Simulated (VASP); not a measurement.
# Ti (P6/mmm) in VASP: notebook

Runs on Ti. Level: PBEsol. Tasks: single point.

Program: VASP 6.6.1. These are calculated values, not measurements. Logs are shortened: lines on timing, memory, paths and dates and some standing lists are left out, and cuts for length are marked.

## 1. The cell of the first run

Symmetry: P6/mmm, No. 191, hexagonal system. Conventional cell: a = 4.542 Å, b = 4.542 Å, c = 2.530 Å, α = 90.00°, β = 90.00°, γ = 120.00°. Within 3.3 Å of Ti (site symmetry 6/mmm) lie 14 Ti at 2.53 to 2.91 Å. Within 3.3 Å of Ti (site symmetry -6m2) lie 11 Ti at 2.53 to 2.91 Å.

This isn't the form of Ti at room conditions, which is hcp.

## 2. Single point, PBEsol

INCAR reads:

```
  ALGO = All
  EDIFF = 1E-6
  ENCUT = 550
  GGA = PS
  GGA_COMPAT = F
  ISEARCH = 1
  ISIF = 2
  ISMEAR = 0
  KPAR = 4
  LASPH = T
  LCHARG = F
  LREAL = F
  LWAVE = F
  NBANDS = 25
  NELM = 300
  PREC = Accurate
  SIGMA = 0.15
```

KPOINTS reads:

```
k-points
0
Gamma
  12 12 14
```

POSCAR reads:

```
Ti
1.0
    4.5420000000      0.0000000000      0.0000000000
   -2.2710000000      3.9334873840      0.0000000000
    0.0000000000      0.0000000000      2.5297000000
Ti
3
Direct
    0.0000000000      0.0000000000      0.0000000000
    0.3333333333      0.6666666667      0.5000000000
    0.6666666667      0.3333333333      0.5000000000
```

Potentials or basis: VASP PAW PBE potentials, release 64 (Ti_sv).

The run is started by

```console
$ cat potpaw_PBE.64/Ti_sv/POTCAR > POTCAR
$ mpirun -np 4 vasp_std > vasp.out
```

OUTCAR:

```text
EDIFF = 1E-6
   ENCUT = 550
   GGA = PS
   ISIF = 2
   ISMEAR = 0
   LASPH = T
   LREAL = F
   NELM = 300
   PREC = Accurate

 ion  position               nearest neighbor table
   1  0.000  0.000  0.000-   2 2.91   3 2.91   2 2.91   3 2.91   3 2.91   3 2.91   2 2.91   2 2.91
                             3 2.91   3 2.91   2 2.91   2 2.91
   2  0.333  0.667  0.500-   3 2.62   3 2.62   3 2.62   1 2.91   1 2.91   1 2.91   1 2.91   1 2.91
                             1 2.91
   3  0.667  0.333  0.500-   2 2.62   2 2.62   2 2.62   1 2.91   1 2.91   1 2.91   1 2.91   1 2.91
                             1 2.91

  LATTYP: Found a hexagonal cell.
 ALAT       =     4.5420000000
 C/A-ratio  =     0.5569572875

  Lattice vectors:

 A1 = (   4.5420000000,   0.0000000000,   0.0000000000)
 A2 = (  -2.2710000000,   3.9334873840,   0.0000000000)
 A3 = (   0.0000000000,   0.0000000000,   2.5297000000)

Analysis of symmetry for initial positions (statically):
=====================================================================
 Subroutine PRICEL returns:
 Original cell was already a primitive cell.

 Routine SETGRP: Setting up the symmetry group for a
 hexagonal supercell.

 Subroutine GETGRP returns: Found 24 space group operations
 (whereof 24 operations were pure point group operations)
 out of a pool of 24 trial point group operations.

The static configuration has the point symmetry D_6h.

Analysis of symmetry for dynamics (positions and initial velocities):
=====================================================================
 Subroutine PRICEL returns:
 Original cell was already a primitive cell.

 Routine SETGRP: Setting up the symmetry group for a
 hexagonal supercell.

 Subroutine GETGRP returns: Found 24 space group operations
 (whereof 24 operations were pure point group operations)
 out of a pool of 24 trial point group operations.

The dynamic configuration has the point symmetry D_6h.

 Subroutine INISYM returns: Found 24 space group operations
 (whereof 24 operations are pure point group operations),
 and found     1 'primitive' translations

----------------------------------------------------------------------------------------

                                     Primitive cell

  volume of cell :      45.1954

  direct lattice vectors                    reciprocal lattice vectors
     4.542000000  0.000000000  0.000000000     0.220167327  0.127113666  0.000000000
    -2.271000000  3.933487384  0.000000000     0.000000000  0.254227331  0.000000000
     0.000000000  0.000000000  2.529700000     0.000000000  0.000000000  0.395303791

  length of vectors
     4.542000000  4.542000000  2.529700000     0.254227331  0.254227331  0.395303791

  position of ions in fractional coordinates (direct lattice)
     0.000000000  0.000000000  0.000000000
     0.333333333  0.666666667  0.500000000
     0.666666667  0.333333333  0.500000000

  ion indices of the primitive-cell ions
   primitive index   ion index
                 1           1
                 2           2
                 3           3

----------------------------------------------------------------------------------------

 KPOINTS: k-points

Automatic generation of k-mesh.
 Grid dimensions read from file:
 generate k-points for:   12   12   14

 Generating k-lattice:

  Cartesian coordinates                     Fractional coordinates (reciprocal lattice)
     0.018347277  0.010592805  0.000000000     0.083333333  0.000000000  0.000000000
     0.000000000  0.021185611  0.000000000     0.000000000  0.083333333  0.000000000
     0.000000000  0.000000000  0.028235985     0.000000000  0.000000000  0.071428571

  Length of vectors
     0.021185611  0.021185611  0.028235985

  Shift w.r.t. Gamma in fractional coordinates (k-lattice)
     0.000000000  0.000000000  0.000000000

 Subroutine IBZKPT returns following result:
 ===========================================

 Found    152 irreducible k-points:

 Following reciprocal coordinates:
            Coordinates               Weight
  0.000000  0.000000  0.000000      1.000000
  0.083333  0.000000  0.000000      6.000000
  0.166667 -0.000000  0.000000      6.000000
  0.250000 -0.000000  0.000000      6.000000
  0.333333 -0.000000  0.000000      6.000000
  0.416667 -0.000000  0.000000      6.000000
[... 16 lines left out ...]
  0.250000 -0.000000  0.071429     12.000000
  0.333333 -0.000000  0.071429     12.000000
 [... further k-points ...]
   k-points           NKPTS =    152   k-points in BZ     NKDIM =    152   number of bands    NBANDS=     25
   number of dos      NEDOS =    301   number of ions     NIONS =      3
   total plane-waves  NPLWV =  25920
   dimension x,y,z NGX =    36 NGY =   36 NGZ =   20
   dimension x,y,z NGXF=    72 NGYF=   72 NGZF=   40
   ions per type =               3
   NGX,Y,Z   is equivalent  to a cutoff of  13.18, 13.18, 13.14 a.u.
   NGXF,Y,Z  is equivalent  to a cutoff of  26.35, 26.35, 26.29 a.u.
 SYSTEM =  unknown system
   PREC   = accura    normal or accurate (medium, high low for compatibility)
   ISTART =      0    job   : 0-new  1-cont  2-samecut
   ICHARG =      2    charge: 1-file 2-atom 10-const
   ISPIN  =      1    spin polarized calculation?
   LNONCOLLINEAR =      F non collinear calculations
   LSORBIT =      F    spin-orbit coupling
   LASPH  =      T    aspherical Exc in radial PAW
   ENCUT  =  550.0 eV  40.42 Ry    6.36 a.u.   8.69  8.69  4.84*2*pi/ulx,y,z
   NELM   =    300;   NELMIN=  2; NELMDL= -5     # of ELM steps
   EDIFF  = 0.1E-05   stopping-criterion for ELM
   LREAL  =      F    real-space projection
   EDIFFG = 0.1E-04   stopping-criterion for IOM
   NSW    =      0    number of steps for IOM
   IBRION =     -1    ionic relax: 0-MD 1-quasi-New 2-CG
   NFREE  =      0    steps in history (QN), initial steepest desc. (CG)
   ISIF   =      2    stress and relaxation
   ISYM   =      2    0-nonsym 1-usesym 2-fastsym
   POTIM  = 0.5000    time-step for ionic-motion
   TEBEG  =    0.0;   TEEND  =   0.0 temperature during run
   PSTRESS=    0.0 pullay stress
   NELECT =      36.0000    total number of electrons
   NUPDOWN=      -1.0000    fix difference up-down
   EMIN   =  10.00;   EMAX   =-10.00  energy-range for DOS
   EFERMI =   0.00;   METHOD = LEGACY
   ISMEAR =     0;   SIGMA  =   0.15  broadening in eV -4-tet -1-fermi 0-gaus
   EFERMI_NEDOS =   21; number of points for ismear=-14 and -15
   IALGO  =     58    algorithm
   IMIX   =      4    mixing-type and parameters
     AMIX     =   0.40;   BMIX     =  1.00
     AMIX_MAG =   1.60;   BMIX_MAG =  1.00
  volume/ion in A,a.u.               =      15.07       101.66
  Fermi-wavevector in a.u.,A,eV,Ry     =   1.517555  2.867763 31.333841  2.302972
  Thomas-Fermi vector in A             =   2.626794
   LORBIT       =      0    0 simple, 1 ext, 2 COOP (PROOUT), +10 PAW based schemes
   GGA     = PS    functional components
   LHFCALC =     F    Hartree Fock is set to
   AEXX    =    0.0000 exact exchange contribution
   IVDW    =     0    specifies the selected vdW correction
   LEPSILON=     F    determine dielectric tensor
   LRPA    =     F    only Hartree local field effects (RPA)
 non-spin polarized calculation
 Gauss-broadening in eV      SIGMA  =   0.15
  energy-cutoff  :      550.00
  volume of cell :       45.20
 maximum number of plane-waves:      1348
 NGX is ok and might be reduce to    36
   NGX = 17   NGY = 17   NGZ =  9

 number of electron      36.0000009 magnetization

 Free energy of the ion-electron system (eV)
  ---------------------------------------------------
  ext. energy  EPLUGINS =         0.00000000
  ---------------------------------------------------
  free energy    TOTEN  =       -24.69081051 eV

  energy without entropy =      -24.63177170  energy(sigma->0) =      -24.66129111

 E-fermi :   9.5493     XC(G=0): -12.3275

 val. band max:        9.5485850194   @ k =   0.4167   0.1667   0.0000
 cond. band min:       9.5510099189   @ k =   0.4167   0.1667   0.0714
 fundamental gap:      0.0024248995
 Fermi energy:         9.5493476054

 k-point     1 :       0.0000    0.0000    0.0000
  band No.  band energies     occupation
      1     -46.6841      2.00000
      2     -46.4885      2.00000
      3     -46.3422      2.00000
      4     -23.1247      2.00000
      5     -23.1247      2.00000
      6     -23.1196      2.00000
[... 17 lines left out ...]
     24      12.5244      0.00000
     25      12.5475      0.00000

 k-point     2 :       0.0833    0.0000    0.0000
  band No.  band energies     occupation
      1     -46.6809      2.00000
      2     -46.4888      2.00000
      3     -46.3453      2.00000
      4     -23.2012      2.00000
      5     -23.1914      2.00000
      6     -23.0397      2.00000
[... 17 lines left out ...]
     24      12.3368      0.00000
     25      12.7463      0.00000

 k-point     3 :       0.1667   -0.0000    0.0000
  band No.  band energies     occupation
      1     -46.6719      2.00000
      2     -46.4892      2.00000
      3     -46.3543      2.00000
      4     -23.2726      2.00000
      5     -23.2301      2.00000
      6     -22.9587      2.00000
[... 17 lines left out ...]
     24      12.2308      0.00000
     25      12.9703      0.00000

 k-point     4 :       0.2500   -0.0000    0.0000
  band No.  band energies     occupation
      1     -46.6592      2.00000
      2     -46.4886      2.00000
      3     -46.3682      2.00000
      4     -23.3325      2.00000
      5     -23.2323      2.00000
      6     -22.8840      2.00000
[... 17 lines left out ...]
     24      12.2088      0.00000
     25      13.1903      0.00000
[... 477 lines left out ...]
 k-point    22 :       0.1667   -0.0000    0.0714
  band No.  band energies     occupation
      1     -46.6611      2.00000
      2     -46.4813      2.00000
      3     -46.3453      2.00000
      4     -23.2595      2.00000
      5     -23.2180      2.00000
      6     -22.9520      2.00000
[... 17 lines left out ...]
     24      12.0988      0.00000
     25      12.9637      0.00000

 k-point    23 :       0.2500   -0.0000    0.0714
  band No.  band energies     occupation
      1     -46.6488      2.00000
      2     -46.4804      2.00000
      3     -46.3592      2.00000
      4     -23.3184      2.00000
      5     -23.2206      2.00000
      6     -22.8793      2.00000
[... 17 lines left out ...]
     24      12.0639      0.00000
     25      13.2792      0.00000

 k-point    24 :       0.3333   -0.0000    0.0714
  band No.  band energies     occupation
      1     -46.6359      2.00000
      2     -46.4772      2.00000
      3     -46.3758      2.00000
      4     -23.3629      2.00000
      5     -23.1865      2.00000
      6     -22.8364      2.00000
[... 17 lines left out ...]
     24      12.1499      0.00000
     25      13.3236      0.00000

 [... further k-points ...]

------------------------ aborting loop because EDIFF is reached ----------------------------------------

  FORCE on cell =-STRESS in cart. coord.  units (eV):
  Direction    XX          YY          ZZ          XY          YZ          ZX
  --------------------------------------------------------------------------------------
  -------------------------------------------------------------------------------------
  Total        2.1284568      2.1284568      6.6536226      0.0000000     -0.0000000     -0.0000000
  in kB       75.4538700     75.4538700    235.8711549      0.0000000     -0.0000000     -0.0000000
  external PRESSURE =     128.9262983 kB  Pullay stress =       0.0000000 kB

 VOLUME and BASIS-vectors are now :
 -----------------------------------------------------------------------------
  energy-cutoff  :      550.00
  volume of cell :       45.20
      direct lattice vectors                 reciprocal lattice vectors
     4.542000000  0.000000000  0.000000000     0.220167327  0.127113666  0.000000000
    -2.271000000  3.933487384  0.000000000     0.000000000  0.254227331  0.000000000
     0.000000000  0.000000000  2.529700000     0.000000000  0.000000000  0.395303791

 POSITION                                       TOTAL-FORCE (eV/Angst)
 -----------------------------------------------------------------------------------
      0.00000      0.00000      0.00000         0.000000      0.000000      0.000000
     -0.00000      2.62232      1.26485         0.000000      0.000000      0.000000
      2.27100      1.31116      1.26485        -0.000000     -0.000000      0.000000
 -----------------------------------------------------------------------------------
    total drift:                                0.000000      0.000000     -0.000000

  FREE ENERGIE OF THE ION-ELECTRON SYSTEM (eV)
  ---------------------------------------------------
  free  energy   TOTEN  =       -24.6908105129 eV

  energy  without entropy=      -24.6317729217  energy(sigma->0) =      -24.66129172
```

It took 1.7 min on 4 MPI ranks of Intel Xeon Platinum 8259CL at 2.50GHz (Skylake/Cascade Lake), shared host; peak memory 0.42 GiB.

What came out:

```yaml
Free_energy: -24.6908 eV
Pressure: 12.9 GPa
Band_gap_on_the_k_mesh: zero (bands 18 and 19 overlap by 0.62 eV)
```

Caveat: the stress differs along the axes, from 8 to 24 GPa; the PAW data sets were made with another functional, which shifts forces and pressure a little.

(Part 1 of 2 ends here.)

The gap in the log of VASP goes by the Fermi energy; the results here count the filled bands.